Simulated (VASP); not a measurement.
# Si5W2 in VASP: further runs

Si5W2 is run at these levels: PBE; tasks: single point.

Everything below comes from runs of VASP 6.6.1. Logs are shortened: lines on timing, memory, paths and dates and some standing lists are left out, and cuts for length are marked.

### 1 The cell of the first run

The cell holds a slab with vacuum, 7 atoms: a = 3.229 Å, b = 3.229 Å, c = 21.937 Å, α = 90.00°, β = 90.00°, γ = 90.00°.

### 2 Single point, PBE

INCAR

```
SYSTEM = Si5W2
PREC = Accurate
ENCUT = 520
EDIFF = 1E-7
ISMEAR = 0
SIGMA = 0.1
LREAL = .False.
LASPH = .True.
NELM = 80
ALGO = Normal
ISIF = 2
LWAVE = .False.
LCHARG = .False.
LDIPOL = .True.
IDIPOL = 3
DIPOL = 0.5 0.5 0.364
GGA = PE
NBANDS = 33
```

KPOINTS

```
regular mesh
0
Gamma
  8 8 1
  0 0 0
```

POSCAR

```
Si5W2
1.0
    3.2292919635      0.0000000000      0.0000000000
    0.0000000000      3.2292919635      0.0000000000
    0.0000000000      0.0000000000     21.9372962601
Si W
5 2
Direct
    0.0000000000      0.0000000000      0.1823378758
    0.0000000000      0.0000000000      0.3009901014
    0.5000000000      0.5000000000      0.3590107496
    0.5000000000      0.5000000000      0.4757786072
    0.7500000000      0.7500000000      0.5676397325
    0.5000000000      0.5000000000      0.2416639886
    0.0000000000      0.0000000000      0.4178382285
```

Potentials or basis: VASP PAW PBE potentials, release 64 (Si, W_sv).

On the command line:

```sh
cat potpaw_PBE.64/Si/POTCAR potpaw_PBE.64/W_sv/POTCAR > POTCAR
mpirun -np 1 vasp_std > vasp.out
```

OUTCAR:

```text
SYSTEM = Si5W2
   PREC = Accurate
   ENCUT = 520
   EDIFF = 1E-7
   ISMEAR = 0
   LREAL = .False.
   LASPH = .True.
   NELM = 80
   ISIF = 2
   GGA = PE

 ion  position               nearest neighbor table
   1  0.000  0.000  0.182-   2 2.60   6 2.63   6 2.63   6 2.63   6 2.63
   2  0.000  0.000  0.301-   7 2.56   1 2.60   3 2.61   3 2.61   3 2.61   3 2.61   6 2.63   6 2.63
                             6 2.63   6 2.63
   3  0.500  0.500  0.359-   4 2.56   6 2.57   2 2.61   2 2.61   2 2.61   2 2.61   7 2.62   7 2.62
                             7 2.62   7 2.62
   4  0.500  0.500  0.476-   5 2.32   3 2.56   7 2.61   7 2.61   7 2.61   7 2.61
   5  0.750  0.750  0.568-   4 2.32
   6  0.500  0.500  0.242-   3 2.57   2 2.63   2 2.63   2 2.63   2 2.63   1 2.63   1 2.63   1 2.63
                             1 2.63
   7  0.000  0.000  0.418-   2 2.56   4 2.61   4 2.61   4 2.61   4 2.61   3 2.62   3 2.62   3 2.62
                             3 2.62

  LATTYP: Found a simple tetragonal cell.
 ALAT       =     3.2292919635
 C/A-ratio  =     6.7932217056

  Lattice vectors:

 A1 = (   3.2292919635,   0.0000000000,   0.0000000000)
 A2 = (   0.0000000000,   3.2292919635,   0.0000000000)
 A3 = (   0.0000000000,   0.0000000000,  21.9372962601)

Analysis of symmetry for initial positions (statically):
=====================================================================
 Subroutine PRICEL returns:
 Original cell was already a primitive cell.

 Routine SETGRP: Setting up the symmetry group for a
 simple tetragonal supercell.

 Subroutine GETGRP returns: Found  2 space group operations
 (whereof  2 operations were pure point group operations)
 out of a pool of 16 trial point group operations.

The static configuration has the point symmetry C_1h.

Analysis of symmetry for dynamics (positions and initial velocities):
=====================================================================
 Subroutine PRICEL returns:
 Original cell was already a primitive cell.

 Routine SETGRP: Setting up the symmetry group for a
 simple tetragonal supercell.

 Subroutine GETGRP returns: Found  2 space group operations
 (whereof  2 operations were pure point group operations)
 out of a pool of 16 trial point group operations.

The dynamic configuration has the point symmetry C_1h.

 Subroutine INISYM returns: Found  2 space group operations
 (whereof  2 operations are pure point group operations),
 and found     1 'primitive' translations

----------------------------------------------------------------------------------------

[... 112 lines left out ...]
   EFERMI =   0.00;   METHOD = LEGACY
   ISMEAR =     0;   SIGMA  =   0.10  broadening in eV -4-tet -1-fermi 0-gaus
   EFERMI_NEDOS =   21; number of points for ismear=-14 and -15
   IALGO  =     38    algorithm
   IMIX   =      4    mixing-type and parameters
     AMIX     =   0.40;   BMIX     =  1.00
     AMIX_MAG =   1.60;   BMIX_MAG =  1.00
  volume/ion in A,a.u.               =      32.68       220.54
  Fermi-wavevector in a.u.,A,eV,Ry     =   0.972798  1.838322 12.875682  0.946336
  Thomas-Fermi vector in A             =   2.103126
   LORBIT       =      0    0 simple, 1 ext, 2 COOP (PROOUT), +10 PAW based schemes
   GGA     = PE    functional components
   LHFCALC =     F    Hartree Fock is set to
   AEXX    =    0.0000 exact exchange contribution
   IVDW    =     0    specifies the selected vdW correction
   LEPSILON=     F    determine dielectric tensor
   LRPA    =     F    only Hartree local field effects (RPA)
 non-spin polarized calculation
 Gauss-broadening in eV      SIGMA  =   0.10
  energy-cutoff  :      520.00
  volume of cell :      228.77
 maximum number of plane-waves:      6214
   NGX = 13   NGY = 13   NGZ = 81

 dipolmoment           0.000000      0.000000     -0.001939 electrons x Angstroem

 number of electron      47.9999998 magnetization

 dipolmoment           0.000000      0.000000      0.012337 electrons x Angstroem

 Free energy of the ion-electron system (eV)
  ---------------------------------------------------
  ext. energy  EPLUGINS =         0.00000000
  ---------------------------------------------------
  free energy    TOTEN  =       -51.21182168 eV

  energy without entropy =      -51.19129831  energy(sigma->0) =      -51.20156000

 E-fermi :   2.1193     XC(G=0):  -6.2841

 val. band max:        2.1190419655   @ k =   0.1250   0.0000   0.0000
 cond. band min:       2.1230307943   @ k =   0.5000   0.3750   0.0000
 fundamental gap:      0.0039888288
 Fermi energy:         2.1192725226

 k-point     1 :       0.0000    0.0000    0.0000
  band No.  band energies     occupation
      1     -71.5766      2.00000
      2     -71.5441      2.00000
      3     -35.8311      2.00000
      4     -35.8026      2.00000
      5     -35.7871      2.00000
      6     -35.7869      2.00000
[... 745 lines left out ...]
     32       5.8591      0.00000
     33       5.9857      0.00000

------------------------ aborting loop because EDIFF is reached ----------------------------------------

 vacuum level on the upper side and lower side of the slab       (xc-potential included)        -0.010        -0.137

  FORCE on cell =-STRESS in cart. coord.  units (eV):
  Direction    XX          YY          ZZ          XY          YZ          ZX
  --------------------------------------------------------------------------------------
  -------------------------------------------------------------------------------------
  Total       -2.7900450     -2.7900450      0.0812278     -0.6805009      0.2264051      0.2264053
  in kB      -19.5399776    -19.5399776      0.5688760     -4.7658628      1.5856196      1.5856214
  external PRESSURE =     -12.8370264 kB  Pullay stress =       0.0000000 kB

 VOLUME and BASIS-vectors are now :
 -----------------------------------------------------------------------------
  energy-cutoff  :      520.00
  volume of cell :      228.77
      direct lattice vectors                 reciprocal lattice vectors
     3.229291964  0.000000000  0.000000000     0.309665404  0.000000000  0.000000000
     0.000000000  3.229291964  0.000000000     0.000000000  0.309665404  0.000000000
     0.000000000  0.000000000 21.937296260     0.000000000  0.000000000  0.045584469

 POSITION                                       TOTAL-FORCE (eV/Angst)
 -----------------------------------------------------------------------------------
      0.00000      0.00000      4.00000        -0.011503     -0.011503      0.342509
      0.00000      0.00000      6.60291         0.026999      0.026999     -0.348490
      1.61465      1.61465      7.87573        -0.069263     -0.069263     -0.198967
      1.61465      1.61465     10.43730        -0.307143     -0.307143      0.207639
      2.42197      2.42197     12.45248         0.215001      0.215001     -0.025448
      1.61465      1.61465      5.30145         0.043882      0.043882     -0.142878
      0.00000      0.00000      9.16624         0.102027      0.102027      0.165635
 -----------------------------------------------------------------------------------
    total drift:                               -0.000087     -0.000087     -0.000291

  FREE ENERGIE OF THE ION-ELECTRON SYSTEM (eV)
  ---------------------------------------------------
  free  energy   TOTEN  =       -51.2118216849 eV

  energy  without entropy=      -51.1912983114  energy(sigma->0) =      -51.20156000

 vacuum level on the upper side and lower side of the slab         6.793         6.624
```

It took 3 min on 1 thread of Intel Xeon Platinum 8488C (Sapphire Rapids), shared host; peak memory 0.37 GiB.

Results:

```yaml
Free_energy: -51.2118 eV
Largest_force: 0.481 eV/Å
Band_gap_on_the_k_mesh: zero (band 24 reaches 3.01 eV, above the bottom of band 25 at 1.63 eV)
```

Forces on the atoms (eV/Å):
```
Si  -0.012 -0.012  0.343
Si   0.027  0.027 -0.348
Si  -0.069 -0.069 -0.199
Si  -0.307 -0.307  0.208
Si   0.215  0.215 -0.025
W    0.044  0.044 -0.143
W    0.102  0.102  0.166
```

Levels at points of the mesh, in eV from the Fermi level:
```tsv
k point	band 20	band 21	band 22	band 23	band 24	band 25	band 26	band 27	band 28	band 29
(0.00, 0.00, 0.00)	-0.74	-0.56	-0.31	0.85	0.89	0.96	0.99	1.05	2.58	2.62
(0.50, 0.00, 0.00)	-2.37	-1.89	-1.67	-0.23	-0.10	-0.06	0.40	2.83	2.88	3.55
(0.50, 0.50, 0.00)	-2.64	-1.99	-1.95	-1.86	-0.66	-0.49	0.63	1.62	2.36	3.15
```

Caveat: spin-orbit coupling is left out, which moves the levels of the heavy elements.

### 3 Single point, PBE

INCAR

```
SYSTEM = Si5W2
PREC = Accurate ; ENCUT = 520
EDIFF = 1E-6 ; ISMEAR = 0
SIGMA = 0.1 ; LREAL = .False.
LASPH = .True. ; NELM = 100
ALGO = Normal ; ISIF = 2
LWAVE = .False. ; LCHARG = .True.
LDIPOL = .True. ; IDIPOL = 3
DIPOL = 0.5 0.5 0.365 ; GGA = PE
LELF = .True. ; LVHAR = .True.
LVACPOTAV = .True. ; NBANDS = 33
```

KPOINTS is that of step 2.

POSCAR: that of step 2 with these lines changed.

```diff
@@ -12,3 +12,3 @@
     0.5000000000      0.5000000000      0.4757786072
-    0.7500000000      0.7500000000      0.5676397325
+    0.6250000000      0.6250000000      0.5790851116
     0.5000000000      0.5000000000      0.2416639886
```

Potentials or basis: VASP PAW PBE potentials, release 64 (Si, W_sv).

On the command line:

```sh
cat potpaw_PBE.64/Si/POTCAR potpaw_PBE.64/W_sv/POTCAR > POTCAR
mpirun -np 1 vasp_std > vasp.out
```

OUTCAR:

```text
SYSTEM = Si5W2
   PREC = Accurate
   ENCUT = 520
   EDIFF = 1E-6
   ISMEAR = 0
   LREAL = .False.
   LASPH = .True.
   NELM = 100
   ISIF = 2
   GGA = PE

 ion  position               nearest neighbor table
   1  0.000  0.000  0.182-   2 2.60   6 2.63   6 2.63   6 2.63   6 2.63
   2  0.000  0.000  0.301-   7 2.56   1 2.60   3 2.61   3 2.61   3 2.61   3 2.61   6 2.63   6 2.63
                             6 2.63   6 2.63
   3  0.500  0.500  0.359-   4 2.56   6 2.57   2 2.61   2 2.61   2 2.61   2 2.61   7 2.62   7 2.62
                             7 2.62   7 2.62
   4  0.500  0.500  0.476-   5 2.34   3 2.56   7 2.61   7 2.61   7 2.61   7 2.61
   5  0.625  0.625  0.579-   4 2.34
   6  0.500  0.500  0.242-   3 2.57   2 2.63   2 2.63   2 2.63   2 2.63   1 2.63   1 2.63   1 2.63
[... 969 lines left out ...]
  external PRESSURE =     -15.9178831 kB  Pullay stress =       0.0000000 kB

 VOLUME and BASIS-vectors are now :
 -----------------------------------------------------------------------------
  energy-cutoff  :      520.00
  volume of cell :      228.77
      direct lattice vectors                 reciprocal lattice vectors
     3.229291964  0.000000000  0.000000000     0.309665404  0.000000000  0.000000000
     0.000000000  3.229291964  0.000000000     0.000000000  0.309665404  0.000000000
     0.000000000  0.000000000 21.937296260     0.000000000  0.000000000  0.045584469

 POSITION                                       TOTAL-FORCE (eV/Angst)
 -----------------------------------------------------------------------------------
      0.00000      0.00000      4.00000        -0.005720     -0.005720      0.347440
      0.00000      0.00000      6.60291         0.013697      0.013697     -0.330932
      1.61465      1.61465      7.87573        -0.034563     -0.034563     -0.099408
      1.61465      1.61465     10.43730        -0.092250     -0.092250      0.602099
      2.01831      2.01831     12.70356        -0.013597     -0.013597     -0.020562
      1.61465      1.61465      5.30145         0.021572      0.021572     -0.112452
      0.00000      0.00000      9.16624         0.110862      0.110862     -0.386183
 -----------------------------------------------------------------------------------
    total drift:                               -0.000047     -0.000047     -0.000150

  FREE ENERGIE OF THE ION-ELECTRON SYSTEM (eV)
  ---------------------------------------------------
  free  energy   TOTEN  =       -51.1501511098 eV

  energy  without entropy=      -51.1293947513  energy(sigma->0) =      -51.13977293

 vacuum level on the upper side and lower side of the slab         7.103         6.574
```

OSZICAR:

```text
N       E                     dE             d eps       ncg     rms          rms(c)
DAV:   1     0.353685602053E+03    0.35369E+03   -0.24923E+04  1674   0.126E+03
DAV:   2    -0.355957612793E+02   -0.38928E+03   -0.37517E+03  1660   0.317E+02
DAV:   3    -0.531307870999E+02   -0.17535E+02   -0.16796E+02  1779   0.651E+01
[... 20 lines left out ...]
DAV:  24    -0.511501298166E+02   -0.34265E-04   -0.20407E-06  1283   0.476E-03    0.439E-03
DAV:  25    -0.511501392732E+02   -0.94566E-05   -0.41343E-07  1231   0.254E-03    0.270E-03
DAV:  26    -0.511501465848E+02   -0.73115E-05   -0.76125E-07  1168   0.267E-03    0.165E-03
DAV:  27    -0.511501501290E+02   -0.35443E-05   -0.38867E-07  1154   0.188E-03    0.712E-04
DAV:  28    -0.511501511098E+02   -0.98076E-06   -0.94144E-08  1072   0.103E-03
   1 F= -.51150151E+02 E0= -.51139773E+02  d E =-.207564E-01
```

stdout:

```text
POSCAR found type information on POSCAR SiW
 POSCAR found :  2 types and       7 ions
 scaLAPACK will be used
 LDA part: xc-table for (Slater+PW92), standard interpolation
 POSCAR, INCAR and KPOINTS ok, starting setup
 FFT: planning ... GRIDC
 FFT: planning ... GRID_SOFT
 FFT: planning ... GRID
 WAVECAR not read
 entering main loop
 -----------------------------------------------------------------------------
|                                                                             |
|           W    W    AA    RRRRR   N    N  II  N    N   GGGG   !!!           |
|           W    W   A  A   R    R  NN   N  II  NN   N  G    G  !!!           |
|           W    W  A    A  R    R  N N  N  II  N N  N  G       !!!           |
|           W WW W  AAAAAA  RRRRR   N  N N  II  N  N N  G  GGG   !            |
|           WW  WW  A    A  R   R   N   NN  II  N   NN  G    G                |
|           W    W  A    A  R    R  N    N  II  N    N   GGGG   !!!           |
|                                                                             |
|     Did not find any points to average over, which means that no vacuum     |
|     field-free region was found. Please increase the size of  your cell     |
|     in the dimension of the dipole correction to obtain accurate            |
|     workfunction values.                                                    |
|                                                                             |
 -----------------------------------------------------------------------------
```

Wall time 2.8 min (1 thread of Intel Xeon Platinum 8488C (Sapphire Rapids), shared host); peak memory 0.36 GiB.

Results:

- Free energy: -51.1502 eV
- Largest force: 0.616 eV/Å
- Band gap on the k mesh: zero (band 24 reaches 2.93 eV, above the bottom of band 25 at 1.61 eV)

Forces in eV/Å, atoms in the order of the input:
```
Si  -0.006 -0.006  0.347
Si   0.014  0.014 -0.331
Si  -0.035 -0.035 -0.099
Si  -0.092 -0.092  0.602
Si  -0.014 -0.014 -0.021
W    0.022  0.022 -0.112
W    0.111  0.111 -0.386
```

Caveat: spin-orbit coupling is left out, which moves the levels of the heavy elements.

### 4 Single point, PBE

INCAR

```
PREC = Accurate
ENCUT = 520
EDIFF = 1E-7
ISMEAR = 0
SIGMA = 0.1
LREAL = False
LASPH = True
NELM = 100
ALGO = Normal
ISIF = 2
LWAVE = False
LCHARG = True
LDIPOL = True
IDIPOL = 3
DIPOL = 0.5 0.5 0.361
GGA = PE
LELF = True
LVHAR = True
LVACPOTAV = True
NBANDS = 33
```

KPOINTS

```
regular mesh
0
Gamma
  8 8 1
```

POSCAR: that of step 3 with these lines changed.

```diff
@@ -12,3 +12,3 @@
     0.5000000000      0.5000000000      0.4757786072
-    0.6250000000      0.6250000000      0.5790851116
+    0.8750000000      0.8750000000      0.5486161604
     0.5000000000      0.5000000000      0.2416639886
```

On the command line:

```sh
cat potpaw_PBE.64/Si/POTCAR potpaw_PBE.64/W_sv/POTCAR > POTCAR
mpirun -np 1 vasp_std > vasp.out
```

Run time: 3.1 min. Hardware: 1 thread of Intel Xeon Platinum 8488C (Sapphire Rapids), shared host; peak memory 0.36 GiB.

Results (log left out):

```yaml
Free_energy: -51.5663 eV
Largest_force: 0.810 eV/Å
Band_gap_on_the_k_mesh: zero (band 24 reaches 2.77 eV, above the bottom of band 25 at 1.76 eV)
```

Forces on the atoms (eV/Å):
```
Si  -0.009 -0.009  0.353
Si   0.015  0.015 -0.486
Si  -0.021 -0.021 -0.223
Si  -0.532 -0.532  0.167
Si   0.573  0.573 -0.003
W    0.035  0.035 -0.261
W   -0.060 -0.060  0.453
```

Levels at points of the mesh, in eV from the Fermi level:
| k point | band 20 | band 21 | band 22 | band 23 | band 24 | band 25 | band 26 | band 27 | band 28 | band 29 |
| --- | --- | --- | --- | --- | --- | --- | --- | --- | --- | --- |
| (0.00, 0.00, 0.00) | -0.80 | -0.67 | 0.34 | 0.74 | 0.74 | 0.89 | 1.01 | 1.36 | 2.35 | 2.45 |
| (0.50, 0.00, 0.00) | -2.35 | -1.87 | -1.55 | -0.19 | -0.13 | -0.05 | 2.07 | 2.85 | 2.92 | 3.43 |
| (0.50, 0.50, 0.00) | -3.19 | -1.95 | -1.95 | -1.86 | -0.40 | -0.27 | 0.60 | 1.23 | 2.94 | 3.16 |

Caveat: spin-orbit coupling is left out, which moves the levels of the heavy elements.
